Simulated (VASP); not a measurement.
# PbF2 (I4/mmm) in VASP: single point with r2SCAN

Aim: the single point of PbF2 with r2SCAN.

Everything below comes from runs of VASP 6.6.1. Logs are shortened: lines on timing, memory, paths and dates and some standing lists are left out, and cuts for length are marked.

## (1) The cell of the first run

The structure is tetragonal, space group I4/mmm (No. 139). The conventional cell has a = 4.132 Å, b = 4.132 Å, c = 6.136 Å, α = 90.00°, β = 90.00°, γ = 90.00°. Within 3.4 Å of Pb (site symmetry 4/mmm) lie 8 F at 2.57 Å. Within 3.4 Å of F (site symmetry -4m2) lie 4 Pb at 2.57 Å and 6 F at 2.92 to 3.07 Å.

## (2) Single point, r2SCAN

The input, POSCAR:

```
PbF2
1.0
    0.0000000000      2.9219408158      3.0680378566
    2.9219408158      0.0000000000      3.0680378566
    2.9219408158      2.9219408158      0.0000000000
Pb F
1 2
Direct
    0.0000000000      0.0000000000      0.0000000000
    0.2500000000      0.2500000000      0.2500000000
    0.7500000000      0.7500000000      0.7500000000
```

The input, INCAR.step1:

```
  PREC = Accurate
  ENCUT = 520
  ISMEAR = 0
  SIGMA = 0.05
  LREAL = F
  LASPH = T
  NELM = 80
  NBANDS = 21
  GGA = PE
  ALGO = Normal
  EDIFF = 1E-4
  LWAVE = T
  LCHARG = F
```

The input, INCAR.step2:

```
  PREC = Accurate
  ENCUT = 520
  EDIFF = 1E-7
  ISMEAR = 0
  SIGMA = 0.05
  LREAL = F
  LASPH = T
  NELM = 80
  ALGO = Normal
  ISIF = 2
  LWAVE = F
  LCHARG = F
  METAGGA = R2SCAN
  LMIXTAU = T
  NBANDS = 21
  ISTART = 1
```

The input, KPOINTS:

```
Automatic mesh
0
Gamma
  8 8 8
```

Potentials or basis: VASP PAW PBE potentials, release 64 (Pb_d, F).

Run with:

```
> cat potpaw_PBE.64/Pb_d/POTCAR potpaw_PBE.64/F/POTCAR > POTCAR
> cp INCAR.step1 INCAR
> mpirun -np 1 vasp_std > vasp.out
> cp INCAR.step2 INCAR
> mpirun -np 1 vasp_std > vasp.out
```

OUTCAR:

```text
PREC = Accurate
   ENCUT = 520
   EDIFF = 1E-7
   ISMEAR = 0
   LREAL = F
   LASPH = T
   NELM = 80
   ISIF = 2
   METAGGA = R2SCAN
   ISTART = 1

 ion  position               nearest neighbor table
   1  0.000  0.000  0.000-   3 2.57   3 2.57   3 2.57   2 2.57   3 2.57   2 2.57   2 2.57   2 2.57

   2  0.250  0.250  0.250-   1 2.57   1 2.57   1 2.57   1 2.57
   3  0.750  0.750  0.750-   1 2.57   1 2.57   1 2.57   1 2.57

  LATTYP: Found a body centered tetragonal cell.
 ALAT       =     4.1322483302
 C/A-ratio  =     1.4849242405

  Lattice vectors:

 A1 = (  -2.9219408158,   0.0000000000,   3.0680378566)
 A2 = (   2.9219408158,   0.0000000000,   3.0680378566)
 A3 = (   0.0000000000,   2.9219408158,  -3.0680378566)

Analysis of symmetry for initial positions (statically):
=====================================================================
 Subroutine PRICEL returns:
 Original cell was already a primitive cell.

 Routine SETGRP: Setting up the symmetry group for a
 body centered tetragonal supercell.

 Subroutine GETGRP returns: Found 16 space group operations
 (whereof 16 operations were pure point group operations)
 out of a pool of 16 trial point group operations.

The static configuration has the point symmetry D_4h.

Analysis of symmetry for dynamics (positions and initial velocities):
=====================================================================
 Subroutine PRICEL returns:
 Original cell was already a primitive cell.

 Routine SETGRP: Setting up the symmetry group for a
 body centered tetragonal supercell.

 Subroutine GETGRP returns: Found 16 space group operations
 (whereof 16 operations were pure point group operations)
 out of a pool of 16 trial point group operations.

The dynamic configuration has the point symmetry D_4h.

 Subroutine INISYM returns: Found 16 space group operations
 (whereof 16 operations are pure point group operations),
 and found     1 'primitive' translations

----------------------------------------------------------------------------------------

                                     Primitive cell

  volume of cell :      52.3882

  direct lattice vectors                    reciprocal lattice vectors
     0.000000000  2.921940816  3.068037857    -0.171119140  0.171119140  0.162970610
     2.921940816  0.000000000  3.068037857     0.171119140 -0.171119140  0.162970610
     2.921940816  2.921940816  0.000000000     0.171119140  0.171119140 -0.162970610

  length of vectors
     4.236814183  4.236814183  4.132248330     0.291758359  0.291758359  0.291758359

  position of ions in fractional coordinates (direct lattice)
     0.000000000  0.000000000  0.000000000
     0.250000000  0.250000000  0.250000000
     0.750000000  0.750000000  0.750000000

  ion indices of the primitive-cell ions
   primitive index   ion index
                 1           1
                 2           2
                 3           3

----------------------------------------------------------------------------------------

 KPOINTS: Automatic mesh

Automatic generation of k-mesh.
 Grid dimensions read from file:
 generate k-points for:    8    8    8

 Generating k-lattice:

  Cartesian coordinates                     Fractional coordinates (reciprocal lattice)
    -0.021389893  0.021389893  0.020371326     0.125000000  0.000000000  0.000000000
     0.021389893 -0.021389893  0.020371326     0.000000000  0.125000000  0.000000000
     0.021389893  0.021389893 -0.020371326     0.000000000  0.000000000  0.125000000

  Length of vectors
     0.036469795  0.036469795  0.036469795

  Shift w.r.t. Gamma in fractional coordinates (k-lattice)
     0.000000000  0.000000000  0.000000000

 Subroutine IBZKPT returns following result:
 ===========================================

 Found     59 irreducible k-points:

 Following reciprocal coordinates:
            Coordinates               Weight
  0.000000  0.000000  0.000000      1.000000
  0.125000 -0.000000  0.000000      8.000000
  0.250000 -0.000000  0.000000      8.000000
  0.375000 -0.000000  0.000000      8.000000
  0.500000 -0.000000  0.000000      4.000000
  0.125000  0.125000  0.000000      2.000000
[... 16 lines left out ...]
  0.250000 -0.000000  0.125000     16.000000
  0.375000 -0.000000  0.125000     16.000000
 [... further k-points ...]
   k-points           NKPTS =     59   k-points in BZ     NKDIM =     59   number of bands    NBANDS=     21
   number of dos      NEDOS =    301   number of ions     NIONS =      3
   total plane-waves  NPLWV =  32768
   dimension x,y,z NGX =    32 NGY =   32 NGZ =   32
   dimension x,y,z NGXF=    64 NGYF=   64 NGZF=   64
   ions per type =               1   2
   NGX,Y,Z   is equivalent  to a cutoff of  12.56, 12.56, 12.87 a.u.
   NGXF,Y,Z  is equivalent  to a cutoff of  25.11, 25.11, 25.75 a.u.
 SYSTEM =  unknown system
   PREC   = accura    normal or accurate (medium, high low for compatibility)
   ISTART =      1    job   : 0-new  1-cont  2-samecut
   ICHARG =      0    charge: 1-file 2-atom 10-const
   ISPIN  =      1    spin polarized calculation?
   LNONCOLLINEAR =      F non collinear calculations
   LSORBIT =      F    spin-orbit coupling
   LASPH  =      T    aspherical Exc in radial PAW
   ENCUT  =  520.0 eV  38.22 Ry    6.18 a.u.   7.88  7.88  7.68*2*pi/ulx,y,z
   NELM   =     80;   NELMIN=  2; NELMDL=  0     # of ELM steps
   EDIFF  = 0.1E-06   stopping-criterion for ELM
   LREAL  =      F    real-space projection
   EDIFFG = 0.1E-05   stopping-criterion for IOM
   NSW    =      0    number of steps for IOM
   IBRION =     -1    ionic relax: 0-MD 1-quasi-New 2-CG
   NFREE  =      0    steps in history (QN), initial steepest desc. (CG)
   ISIF   =      2    stress and relaxation
   ISYM   =      2    0-nonsym 1-usesym 2-fastsym
   POTIM  = 0.5000    time-step for ionic-motion
   TEBEG  =    0.0;   TEEND  =   0.0 temperature during run
   PSTRESS=    0.0 pullay stress
   NELECT =      28.0000    total number of electrons
   NUPDOWN=      -1.0000    fix difference up-down
   EMIN   =  10.00;   EMAX   =-10.00  energy-range for DOS
   EFERMI =   0.00;   METHOD = LEGACY
   ISMEAR =     0;   SIGMA  =   0.05  broadening in eV -4-tet -1-fermi 0-gaus
   EFERMI_NEDOS =   21; number of points for ismear=-14 and -15
   IALGO  =     38    algorithm
   IMIX   =      4    mixing-type and parameters
     AMIX     =   0.40;   BMIX     =  1.00
     AMIX_MAG =   1.60;   BMIX_MAG =  1.00
  volume/ion in A,a.u.               =      17.46       117.84
  Fermi-wavevector in a.u.,A,eV,Ry     =   1.328566  2.510625 24.015460  1.765086
  Thomas-Fermi vector in A             =   2.457794
   LORBIT       =      0    0 simple, 1 ext, 2 COOP (PROOUT), +10 PAW based schemes
   METAGGA = R2SCAN    functional components
   LHFCALC =     F    Hartree Fock is set to
   AEXX    =    0.0000 exact exchange contribution
   IVDW    =     0    specifies the selected vdW correction
   LEPSILON=     F    determine dielectric tensor
   LRPA    =     F    only Hartree local field effects (RPA)
 non-spin polarized calculation
 Gauss-broadening in eV      SIGMA  =   0.05
  energy-cutoff  :      520.00
  volume of cell :       52.39
 maximum number of plane-waves:      1436
   NGX = 15   NGY = 15   NGZ = 15

 number of electron      28.0000006 magnetization

 Free energy of the ion-electron system (eV)
  ---------------------------------------------------
  ext. energy  EPLUGINS =         0.00000000
  ---------------------------------------------------
  free energy    TOTEN  =       -70.14714721 eV

  energy without entropy =      -70.14714721  energy(sigma->0) =      -70.14714721

 E-fermi :   1.8026     XC(G=0):  -9.9780

 val. band max:        1.4946127909   @ k =  -0.3750   0.3750   0.0000
 cond. band min:       6.2868560003   @ k =   0.5000   0.0000   0.5000
 fundamental gap:      4.7922432094
 Fermi energy:         1.8026196006

 k-point     1 :       0.0000    0.0000    0.0000
  band No.  band energies     occupation
      1     -20.8915      2.00000
      2     -20.3071      2.00000
      3     -13.4584      2.00000
      4     -13.4227      2.00000
      5     -13.4227      2.00000
      6     -13.3960      2.00000
[... 13 lines left out ...]
     20      17.8566      0.00000
     21      18.9350      0.00000

 k-point     2 :       0.1250   -0.0000    0.0000
  band No.  band energies     occupation
      1     -20.8639      2.00000
      2     -20.3325      2.00000
      3     -13.4466      2.00000
      4     -13.4175      2.00000
      5     -13.3989      2.00000
      6     -13.3962      2.00000
[... 13 lines left out ...]
     20      17.2941      0.00000
     21      18.8477      0.00000

 k-point     3 :       0.2500   -0.0000    0.0000
  band No.  band energies     occupation
      1     -20.7901      2.00000
      2     -20.3985      2.00000
      3     -13.4321      2.00000
      4     -13.4151      2.00000
      5     -13.3861      2.00000
      6     -13.3733      2.00000
[... 13 lines left out ...]
     20      16.5576      0.00000
     21      17.6934      0.00000

 k-point     4 :       0.3750   -0.0000    0.0000
  band No.  band energies     occupation
      1     -20.6939      2.00000
      2     -20.4848      2.00000
      3     -13.4280      2.00000
      4     -13.4202      2.00000
      5     -13.3684      2.00000
      6     -13.3592      2.00000
[... 13 lines left out ...]
     20      16.1031      0.00000
     21      16.6890      0.00000

 k-point     5 :       0.5000   -0.0000    0.0000
  band No.  band energies     occupation
      1     -20.6179      2.00000
      2     -20.5562      2.00000
      3     -13.4281      2.00000
      4     -13.4228      2.00000
      5     -13.3606      2.00000
      6     -13.3518      2.00000
[... 13 lines left out ...]
     20      15.9564      0.00000
     21      16.3109      0.00000

 k-point     6 :       0.1250    0.1250    0.0000
  band No.  band energies     occupation
      1     -20.8606      2.00000
      2     -20.3342      2.00000
      3     -13.4271      2.00000
      4     -13.4114      2.00000
      5     -13.4114      2.00000
      6     -13.3934      2.00000
[... 13 lines left out ...]
     20      17.9955      0.00000
     21      18.7653      0.00000

 k-point     7 :       0.2500    0.1250    0.0000
  band No.  band energies     occupation
      1     -20.8087      2.00000
      2     -20.3791      2.00000
      3     -13.4153      2.00000
      4     -13.4053      2.00000
      5     -13.3848      2.00000
      6     -13.3843      2.00000
[... 13 lines left out ...]
     20      17.5462      0.00000
     21      18.3930      0.00000
[... 291 lines left out ...]
      1     -20.6340      2.00000
      2     -20.5257      2.00000
      3     -13.3996      2.00000
      4     -13.3887      2.00000
      5     -13.3537      2.00000
      6     -13.3063      2.00000
[... 13 lines left out ...]
     20      17.5604      0.00000
     21      18.8479      0.00000

 k-point    21 :       0.5000    0.5000    0.0000
  band No.  band energies     occupation
      1     -20.6741      2.00000
      2     -20.4842      2.00000
      3     -13.4090      2.00000
      4     -13.3778      2.00000
      5     -13.3435      2.00000
      6     -13.3435      2.00000
[... 13 lines left out ...]
     20      19.3671      0.00000
     21      19.6137      0.00000

 k-point    22 :       0.1250    0.0000    0.1250
  band No.  band energies     occupation
      1     -20.8524      2.00000
      2     -20.3431      2.00000
      3     -13.4442      2.00000
      4     -13.4126      2.00000
      5     -13.4000      2.00000
      6     -13.3895      2.00000
[... 13 lines left out ...]
     20      17.3341      0.00000
     21      18.9498      0.00000

 k-point    23 :       0.2500   -0.0000    0.1250
  band No.  band energies     occupation
      1     -20.7932      2.00000
      2     -20.3955      2.00000
      3     -13.4271      2.00000
      4     -13.4095      2.00000
      5     -13.3944      2.00000
      6     -13.3717      2.00000
[... 13 lines left out ...]
     20      16.9667      0.00000
     21      18.6415      0.00000

 k-point    24 :       0.3750   -0.0000    0.1250
  band No.  band energies     occupation
      1     -20.7064      2.00000
      2     -20.4722      2.00000
      3     -13.4185      2.00000
      4     -13.4150      2.00000
      5     -13.3722      2.00000
      6     -13.3593      2.00000
[... 13 lines left out ...]
     20      16.9067      0.00000
     21      17.7339      0.00000

 [... further k-points ...]

------------------------ aborting loop because EDIFF is reached ----------------------------------------

  FORCE on cell =-STRESS in cart. coord.  units (eV):
  Direction    XX          YY          ZZ          XY          YZ          ZX
  --------------------------------------------------------------------------------------
  -------------------------------------------------------------------------------------
  Total        0.0059656      0.0059656     -0.8746302      0.0000000      0.0000000      0.0000000
  in kB        0.1824454      0.1824454    -26.7486282      0.0000000      0.0000000      0.0000000
  external PRESSURE =      -8.7945791 kB  Pullay stress =       0.0000000 kB

 VOLUME and BASIS-vectors are now :
 -----------------------------------------------------------------------------
  energy-cutoff  :      520.00
  volume of cell :       52.39
      direct lattice vectors                 reciprocal lattice vectors
     0.000000000  2.921940816  3.068037857    -0.171119140  0.171119140  0.162970610
     2.921940816  0.000000000  3.068037857     0.171119140 -0.171119140  0.162970610
     2.921940816  2.921940816  0.000000000     0.171119140  0.171119140 -0.162970610

 POSITION                                       TOTAL-FORCE (eV/Angst)
 -----------------------------------------------------------------------------------
      0.00000      0.00000      0.00000         0.000000      0.000000      0.000000
      1.46097      1.46097      1.53402         0.000000      0.000000      0.000000
      4.38291      4.38291      4.60206        -0.000000     -0.000000     -0.000000
 -----------------------------------------------------------------------------------
    total drift:                                0.000000     -0.000000      0.000000

  FREE ENERGIE OF THE ION-ELECTRON SYSTEM (eV)
  ---------------------------------------------------
  free  energy   TOTEN  =       -70.1471472050 eV

  energy  without entropy=      -70.1471472050  energy(sigma->0) =      -70.14714721
```

Wall time 2.8 min (1 thread of Intel Xeon Platinum 8259CL at 2.50GHz (Skylake/Cascade Lake), shared host); peak memory 0.22 GiB.

Results:

* Free energy: -70.1471 eV
* Pressure: -0.9 GPa
* Band gap on the k mesh: 4.79 eV, indirect (least direct gap 5.02 eV)

Caveat: the PAW data sets were made with another functional, which shifts forces and pressure a little; spin-orbit coupling is left out, which moves the levels of the heavy elements.
